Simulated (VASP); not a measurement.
# SnSe2 (P4/mmm) in VASP: further runs, part 2 of 2

VASP 6.6.1. The steps go on from the part before.

### 3 Single point, PBE

This run uses another cell than the first one, of 25.55 Å³/atom.

File INCAR:

```
ALGO     = Normal         # electronic algorithm
EDIFF    = 1E-7           # SCF threshold, eV
ENCUT    = 520            # plane-wave cutoff, eV
GGA      = PE             # functional
ISIF     = 2              # what is computed and relaxed
ISMEAR   = 0              # smearing method
LASPH    = True           # aspherical terms in the spheres
LCHARG   = True           # write CHGCAR
LELF     = True           # ELF
LREAL    = False          # projectors in reciprocal space
LVHAR    = True         
LWAVE    = False          # write WAVECAR
NBANDS   = 20             # bands
NELM     = 100            # most SCF steps
PREC     = Accurate       # precision mode
SIGMA    = 0.1            # smearing width, eV
```

File KPOINTS:

```
k-points
0
Gamma
  6 6 2
```

File POSCAR:

```
SnSe2
1.0
    3.0439828759      0.0000000000      0.0000000000
    0.0000000000      3.0439828759      0.0000000000
    0.0000000000      0.0000000000      8.2733353522
Sn Se
1 2
Direct
    0.0000000000      0.0000000000      0.0000000000
    0.0000000000      0.0000000000      0.6566387056
    0.0000000000      0.0000000000      0.3433612944
```

Potentials or basis: VASP PAW PBE potentials, release 64 (Sn_d, Se).

Command:

```console
$ cat potpaw_PBE.64/Sn_d/POTCAR potpaw_PBE.64/Se/POTCAR > POTCAR
$ mpirun -np 1 vasp_std > vasp.out
```

OUTCAR:

```text
EDIFF = 1E-7
   ENCUT = 520
   GGA = PE
   ISIF = 2
   ISMEAR = 0
   LASPH = True
   LREAL = False
   NELM = 100
   PREC = Accurate

 ion  position               nearest neighbor table
   1  0.000  0.000  0.000-   2 2.84   3 2.84
   2  0.000  0.000  0.657-   3 2.59   1 2.84
   3  0.000  0.000  0.343-   2 2.59   1 2.84

  LATTYP: Found a simple tetragonal cell.
 ALAT       =     3.0439828759
 C/A-ratio  =     2.7179309771

  Lattice vectors:

 A1 = (   3.0439828759,   0.0000000000,   0.0000000000)
 A2 = (   0.0000000000,   3.0439828759,   0.0000000000)
 A3 = (   0.0000000000,   0.0000000000,   8.2733353522)

Analysis of symmetry for initial positions (statically):
=====================================================================
 Subroutine PRICEL returns:
 Original cell was already a primitive cell.

 Routine SETGRP: Setting up the symmetry group for a
 simple tetragonal supercell.
[... 159 lines left out ...]
  ext. energy  EPLUGINS =         0.00000000
  ---------------------------------------------------
  free energy    TOTEN  =       -10.40997740 eV

  energy without entropy =      -10.39419075  energy(sigma->0) =      -10.40208407

 E-fermi :   4.8760     XC(G=0):  -9.7533

 val. band max:        4.8520708109   @ k =   0.1667   0.1667   0.5000
 cond. band min:       4.9151584039   @ k =   0.1667   0.1667   0.0000
 fundamental gap:      0.0630875930
 Fermi energy:         4.8760213011

 k-point     1 :       0.0000    0.0000    0.0000
  band No.  band energies     occupation
      1     -16.3608      2.00000
      2     -16.2402      2.00000
      3     -16.0321      2.00000
      4     -16.0321      2.00000
      5     -15.9543      2.00000
      6      -9.9917      2.00000
[... 449 lines left out ...]
     19      10.9015      0.00000
     20      10.9749      0.00000

------------------------ aborting loop because EDIFF is reached ----------------------------------------

  FORCE on cell =-STRESS in cart. coord.  units (eV):
  Direction    XX          YY          ZZ          XY          YZ          ZX
  --------------------------------------------------------------------------------------
  -------------------------------------------------------------------------------------
  Total        0.0203815      0.0203815      0.1166588      0.0000000      0.0000000     -0.0000000
  in kB        0.4259716      0.4259716      2.4381656      0.0000000      0.0000000     -0.0000000
  external PRESSURE =       1.0967029 kB  Pullay stress =       0.0000000 kB

 VOLUME and BASIS-vectors are now :
 -----------------------------------------------------------------------------
  energy-cutoff  :      520.00
  volume of cell :       76.66
      direct lattice vectors                 reciprocal lattice vectors
     3.043982876  0.000000000  0.000000000     0.328516960  0.000000000  0.000000000
     0.000000000  3.043982876  0.000000000     0.000000000  0.328516960  0.000000000
     0.000000000  0.000000000  8.273335352     0.000000000  0.000000000  0.120870236

 POSITION                                       TOTAL-FORCE (eV/Angst)
 -----------------------------------------------------------------------------------
      0.00000      0.00000      0.00000         0.000000      0.000000     -0.000000
      0.00000      0.00000      5.43259         0.000000      0.000000      0.002828
      0.00000      0.00000      2.84074        -0.000000     -0.000000     -0.002828
 -----------------------------------------------------------------------------------
    total drift:                                0.000000     -0.000000      0.000000

  FREE ENERGIE OF THE ION-ELECTRON SYSTEM (eV)
  ---------------------------------------------------
  free  energy   TOTEN  =       -10.4099773993 eV

  energy  without entropy=      -10.3941907491  energy(sigma->0) =      -10.40208407
```

Run time: 18 s. Hardware: 1 thread of Intel Xeon 6975P-C (Granite Rapids), shared host; peak memory 0.19 GiB.

What came out:

| Property | Result |
| --- | --- |
| Free energy | -10.4100 eV |
| Pressure | 0.1 GPa |
| Band gap on the k mesh | zero (bands 13 and 14 overlap by 3.33 eV) |

Forces in eV/Å, atoms in the order of the input:
```
Sn   0.000  0.000  0.000
Se   0.000  0.000  0.003
Se   0.000  0.000 -0.003
```

Levels at points of the mesh, in eV from the Fermi level:
```tsv
k point	band 11	band 12	band 13	band 14	band 15	band 16
(0.00, 0.00, 0.00)	0.70	0.70	1.89	1.89	4.60	6.83
(0.50, 0.00, 0.00)	-2.95	-2.37	-1.17	1.65	2.77	5.48
(0.50, 0.50, 0.00)	-2.76	-2.76	-0.61	-0.61	-0.13	0.35
(0.00, 0.00, 0.50)	0.75	0.75	1.53	1.81	1.81	6.85
(0.50, 0.00, 0.50)	-4.57	-2.42	1.68	1.98	2.72	3.62
(0.50, 0.50, 0.50)	-3.03	-3.03	-2.74	-0.31	-0.31	3.52
```

Caveat: the k points lie up to 0.38 Å⁻¹ apart, too coarse for converged energies and pressures of a metal; spin-orbit coupling is left out, which moves the levels of the heavy elements.

### 4 Single point, PBE

This run uses another cell than the first one, of 32.49 Å³/atom.

File INCAR:

```
SYSTEM = SnSe2
PREC = Accurate ; ENCUT = 520
EDIFF = 1E-6 ; ISMEAR = 0
SIGMA = 0.1 ; LREAL = .FALSE.
LASPH = .TRUE. ; NELM = 60
ALGO = Normal ; ISIF = 2
LWAVE = .FALSE. ; LCHARG = .TRUE.
GGA = PE ; LELF = .TRUE.
LVHAR = .TRUE. ; NBANDS = 20
```

File KPOINTS:

```
Automatic mesh
0
G
  4 4 4
  0 0 0
```

File POSCAR:

```
SnSe2
1.0
    3.9720407300      0.0000000000      0.0000000000
    0.0000000000      3.9720407300      0.0000000000
    0.0000000000      0.0000000000      6.1782552200
Sn Se
1 2
Direct
    0.0000000000      0.0000000000      0.0000000000
    0.0000000000      0.0000000000      0.6707556800
    0.0000000000      0.0000000000      0.3292443200
```

Potentials or basis: VASP PAW PBE potentials, release 64 (Sn_d, Se).

Command:

```console
$ cat potpaw_PBE.64/Sn_d/POTCAR potpaw_PBE.64/Se/POTCAR > POTCAR
$ mpirun -np 1 vasp_std > vasp.out
```

OUTCAR:

```text
SYSTEM = SnSe2
   PREC = Accurate
   ENCUT = 520
   EDIFF = 1E-6
   ISMEAR = 0
   LREAL = .FALSE.
   LASPH = .TRUE.
   NELM = 60
   ISIF = 2
   GGA = PE

 ion  position               nearest neighbor table
   1  0.000  0.000  0.000-   2 2.03   3 2.03
   2  0.000  0.000  0.671-   1 2.03   3 2.11
   3  0.000  0.000  0.329-   1 2.03   2 2.11

  LATTYP: Found a simple tetragonal cell.
 ALAT       =     3.9720407300
 C/A-ratio  =     1.5554360189

  Lattice vectors:

 A1 = (   3.9720407300,   0.0000000000,   0.0000000000)
 A2 = (   0.0000000000,   3.9720407300,   0.0000000000)
 A3 = (   0.0000000000,   0.0000000000,   6.1782552200)

Analysis of symmetry for initial positions (statically):
=====================================================================
 Subroutine PRICEL returns:
 Original cell was already a primitive cell.

 Routine SETGRP: Setting up the symmetry group for a
 simple tetragonal supercell.

 Subroutine GETGRP returns: Found 16 space group operations
 (whereof 16 operations were pure point group operations)
 out of a pool of 16 trial point group operations.

The static configuration has the point symmetry D_4h.

Analysis of symmetry for dynamics (positions and initial velocities):
=====================================================================
 Subroutine PRICEL returns:
 Original cell was already a primitive cell.

 Routine SETGRP: Setting up the symmetry group for a
 simple tetragonal supercell.

 Subroutine GETGRP returns: Found 16 space group operations
 (whereof 16 operations were pure point group operations)
 out of a pool of 16 trial point group operations.

The dynamic configuration has the point symmetry D_4h.

 Subroutine INISYM returns: Found 16 space group operations
 (whereof 16 operations are pure point group operations),
 and found     1 'primitive' translations

----------------------------------------------------------------------------------------

                                     Primitive cell

  volume of cell :      97.4750

  direct lattice vectors                    reciprocal lattice vectors
     3.972040730  0.000000000  0.000000000     0.251759755  0.000000000  0.000000000
     0.000000000  3.972040730  0.000000000     0.000000000  0.251759755  0.000000000
     0.000000000  0.000000000  6.178255220     0.000000000  0.000000000  0.161857995

  length of vectors
     3.972040730  3.972040730  6.178255220     0.251759755  0.251759755  0.161857995

  position of ions in fractional coordinates (direct lattice)
     0.000000000  0.000000000  0.000000000
     0.000000000  0.000000000  0.670755680
     0.000000000  0.000000000  0.329244320

  ion indices of the primitive-cell ions
   primitive index   ion index
                 1           1
                 2           2
                 3           3

----------------------------------------------------------------------------------------

 KPOINTS: Automatic mesh

Automatic generation of k-mesh.
 Grid dimensions read from file:
 generate k-points for:    4    4    4

 Generating k-lattice:

  Cartesian coordinates                     Fractional coordinates (reciprocal lattice)
     0.062939939  0.000000000  0.000000000     0.250000000  0.000000000  0.000000000
     0.000000000  0.062939939  0.000000000     0.000000000  0.250000000  0.000000000
     0.000000000  0.000000000  0.040464499     0.000000000  0.000000000  0.250000000

  Length of vectors
     0.062939939  0.062939939  0.040464499

  Shift w.r.t. Gamma in fractional coordinates (k-lattice)
     0.000000000  0.000000000  0.000000000

 Subroutine IBZKPT returns following result:
 ===========================================

 Found     18 irreducible k-points:

 Following reciprocal coordinates:
            Coordinates               Weight
  0.000000  0.000000  0.000000      1.000000
  0.250000  0.000000  0.000000      4.000000
  0.500000  0.000000  0.000000      2.000000
  0.250000  0.250000  0.000000      4.000000
  0.500000  0.250000  0.000000      4.000000
  0.500000  0.500000  0.000000      1.000000
[... 10 lines left out ...]
  0.500000  0.250000  0.500000      4.000000
  0.500000  0.500000  0.500000      1.000000
   k-points           NKPTS =     18   k-points in BZ     NKDIM =     18   number of bands    NBANDS=     20
   number of dos      NEDOS =    301   number of ions     NIONS =      3
   total plane-waves  NPLWV =  43200
   dimension x,y,z NGX =    30 NGY =   30 NGZ =   48
   dimension x,y,z NGXF=    60 NGYF=   60 NGZF=   96
   ions per type =               1   2
   NGX,Y,Z   is equivalent  to a cutoff of  12.56, 12.56, 12.92 a.u.
   NGXF,Y,Z  is equivalent  to a cutoff of  25.11, 25.11, 25.83 a.u.
 SYSTEM =  SnSe2
   PREC   = accura    normal or accurate (medium, high low for compatibility)
   ISTART =      0    job   : 0-new  1-cont  2-samecut
   ICHARG =      2    charge: 1-file 2-atom 10-const
   ISPIN  =      1    spin polarized calculation?
   LNONCOLLINEAR =      F non collinear calculations
   LSORBIT =      F    spin-orbit coupling
   LASPH  =      T    aspherical Exc in radial PAW
   ENCUT  =  520.0 eV  38.22 Ry    6.18 a.u.   7.39  7.39 11.49*2*pi/ulx,y,z
   NELM   =     60;   NELMIN=  2; NELMDL= -5     # of ELM steps
   EDIFF  = 0.1E-05   stopping-criterion for ELM
   LREAL  =      F    real-space projection
   EDIFFG = 0.1E-04   stopping-criterion for IOM
   NSW    =      0    number of steps for IOM
   IBRION =     -1    ionic relax: 0-MD 1-quasi-New 2-CG
   NFREE  =      0    steps in history (QN), initial steepest desc. (CG)
   ISIF   =      2    stress and relaxation
   ISYM   =      2    0-nonsym 1-usesym 2-fastsym
   POTIM  = 0.5000    time-step for ionic-motion
   TEBEG  =    0.0;   TEEND  =   0.0 temperature during run
   PSTRESS=    0.0 pullay stress
   NELECT =      26.0000    total number of electrons
   NUPDOWN=      -1.0000    fix difference up-down
   EMIN   =  10.00;   EMAX   =-10.00  energy-range for DOS
   EFERMI =   0.00;   METHOD = LEGACY
   ISMEAR =     0;   SIGMA  =   0.10  broadening in eV -4-tet -1-fermi 0-gaus
   EFERMI_NEDOS =   21; number of points for ismear=-14 and -15
   IALGO  =     38    algorithm
   IMIX   =      4    mixing-type and parameters
     AMIX     =   0.40;   BMIX     =  1.00
     AMIX_MAG =   1.60;   BMIX_MAG =  1.00
  volume/ion in A,a.u.               =      32.49       219.26
  Fermi-wavevector in a.u.,A,eV,Ry     =   1.053824  1.991439 15.109891  1.110546
  Thomas-Fermi vector in A             =   2.188961
   LORBIT       =      0    0 simple, 1 ext, 2 COOP (PROOUT), +10 PAW based schemes
   GGA     = PE    functional components
   LHFCALC =     F    Hartree Fock is set to
   AEXX    =    0.0000 exact exchange contribution
   IVDW    =     0    specifies the selected vdW correction
   LEPSILON=     F    determine dielectric tensor
   LRPA    =     F    only Hartree local field effects (RPA)
 non-spin polarized calculation
 Gauss-broadening in eV      SIGMA  =   0.10
  energy-cutoff  :      520.00
  volume of cell :       97.47
 maximum number of plane-waves:      2659
 NGX is ok and might be reduce to    30
   NGX = 15   NGY = 15   NGZ = 23

 number of electron      25.9999995 magnetization

 Free energy of the ion-electron system (eV)
  ---------------------------------------------------
  ext. energy  EPLUGINS =         0.00000000
  ---------------------------------------------------
  free energy    TOTEN  =        -3.96410702 eV

  energy without entropy =       -3.96295051  energy(sigma->0) =       -3.96352877

 E-fermi :   3.5513     XC(G=0):  -8.0655

 val. band max:        3.4136238753   @ k =   0.2500   0.2500   0.0000
 cond. band min:       3.6394554647   @ k =   0.0000   0.0000   0.0000
 fundamental gap:      0.2258315894
 Fermi energy:         3.5513472295

 k-point     1 :       0.0000    0.0000    0.0000
  band No.  band energies     occupation
      1     -20.3961      2.00000
      2     -19.3740      2.00000
      3     -19.3740      2.00000
      4     -19.0530      2.00000
      5     -19.0257      2.00000
      6     -12.9357      2.00000
[... 12 lines left out ...]
     19       8.7659      0.00000
     20      11.1596      0.00000
[... 369 lines left out ...]
 k-point    18 :       0.5000    0.5000    0.5000
  band No.  band energies     occupation
      1     -20.3732      2.00000
      2     -19.3823      2.00000
      3     -19.3823      2.00000
      4     -19.0394      2.00000
      5     -19.0141      2.00000
      6     -12.8096      2.00000
[... 12 lines left out ...]
     19      10.0336      0.00000
     20      12.3477      0.00000

------------------------ aborting loop because EDIFF is reached ----------------------------------------

  FORCE on cell =-STRESS in cart. coord.  units (eV):
  Direction    XX          YY          ZZ          XY          YZ          ZX
  --------------------------------------------------------------------------------------
  -------------------------------------------------------------------------------------
  Total        0.5266058      0.5266058     64.3393307      0.0000000      0.0000000     -0.0000000
  in kB        8.6557155      8.6557155   1057.5329076      0.0000000      0.0000000     -0.0000000
  external PRESSURE =     358.2814462 kB  Pullay stress =       0.0000000 kB

 VOLUME and BASIS-vectors are now :
 -----------------------------------------------------------------------------
  energy-cutoff  :      520.00
  volume of cell :       97.47
      direct lattice vectors                 reciprocal lattice vectors
     3.972040730  0.000000000  0.000000000     0.251759755  0.000000000  0.000000000
     0.000000000  3.972040730  0.000000000     0.000000000  0.251759755  0.000000000
     0.000000000  0.000000000  6.178255220     0.000000000  0.000000000  0.161857995

 POSITION                                       TOTAL-FORCE (eV/Angst)
 -----------------------------------------------------------------------------------
      0.00000      0.00000      0.00000        -0.000000     -0.000000      0.000000
      0.00000      0.00000      4.14410        -0.000000      0.000000     -5.515924
      0.00000      0.00000      2.03416         0.000000     -0.000000      5.515924
 -----------------------------------------------------------------------------------
    total drift:                                0.000000      0.000000      0.000000

  FREE ENERGIE OF THE ION-ELECTRON SYSTEM (eV)
  ---------------------------------------------------
  free  energy   TOTEN  =        -3.9641070218 eV

  energy  without entropy=       -3.9629505103  energy(sigma->0) =       -3.96352877
```

stdout:

```text
POSCAR found type information on POSCAR SnSe
 POSCAR found :  2 types and       3 ions
 scaLAPACK will be used
 LDA part: xc-table for (Slater+PW92), standard interpolation
 POSCAR, INCAR and KPOINTS ok, starting setup
 FFT: planning ... GRIDC
 FFT: planning ... GRID_SOFT
 FFT: planning ... GRID
 WAVECAR not read
 entering main loop
```

Wall time 21 s (1 thread of Intel Xeon 6975P-C (Granite Rapids), shared host); peak memory 0.2 GiB.

What came out:

- Free energy: -3.9641 eV
- Pressure: 35.8 GPa
- Largest force: 5.516 eV/Å
- Band gap on the k mesh: zero (bands 13 and 14 overlap by 0.37 eV)

Forces on the atoms (eV/Å):
```
Sn   0.000  0.000  0.000
Se   0.000  0.000 -5.516
Se   0.000  0.000  5.516
```

Stress tensor (GPa, compression positive):
```
  0.87   0.00   0.00
  0.00   0.87   0.00
  0.00   0.00 105.75
```

Levels at points of the mesh, in eV from the Fermi level:
```tsv
k point	band 11	band 12	band 13	band 14	band 15	band 16
(0.00, 0.00, 0.00)	-0.73	-0.73	0.09	0.25	2.23	2.23
(0.50, 0.00, 0.00)	-2.34	-0.93	-0.56	0.29	1.21	2.71
(0.50, 0.50, 0.00)	-2.03	-2.03	-0.28	-0.28	0.47	2.15
(0.00, 0.00, 0.50)	-3.42	-2.38	-2.38	2.82	3.00	4.43
(0.50, 0.00, 0.50)	-4.57	-3.24	-2.13	1.62	4.82	4.87
(0.50, 0.50, 0.50)	-4.19	-4.11	-4.11	2.19	2.19	3.13
```

Caveat: the k points lie up to 0.40 Å⁻¹ apart; semilocal functionals underestimate gaps, so a narrow gap can read as zero; spin-orbit coupling is left out, which moves the levels of the heavy elements; forces of over 1 eV/Å act on the atoms, so gaps and moduli don't describe the material at rest.

### 5 Overview

| cell | k mesh | gap on the mesh (eV) | pressure (GPa) |
| --- | --- | --- | --- |
| a = 2.974, b = 2.974, c = 8.352 Å, 3 atoms, atomic positions A | 4 × 4 × 4 | none | 0.0 |
| a = 3.044, b = 3.044, c = 8.273 Å, 3 atoms, atomic positions B | 6 × 6 × 2 | none | 0.1 |
| a = 3.972, b = 3.972, c = 6.178 Å, 3 atoms, atomic positions C | 4 × 4 × 4 | none | 35.8 |

Alike in all rows: task single point; level PBE; potentials or basis VASP PAW PBE potentials, release 64 (Sn_d, Se); no spin polarisation; cutoff (eV) 520; smearing gaussian 0.1 eV.

Caveats: all runs use coarse meshes; spin-orbit coupling is left out, which moves the levels of the heavy elements; semilocal functionals underestimate gaps, so a narrow gap can read as zero (at least some runs); forces of over 1 eV/Å act on the atoms, so gaps and moduli don't describe the material at rest (at least some runs).

Absolute energies hang on the potentials; compare differences alone.
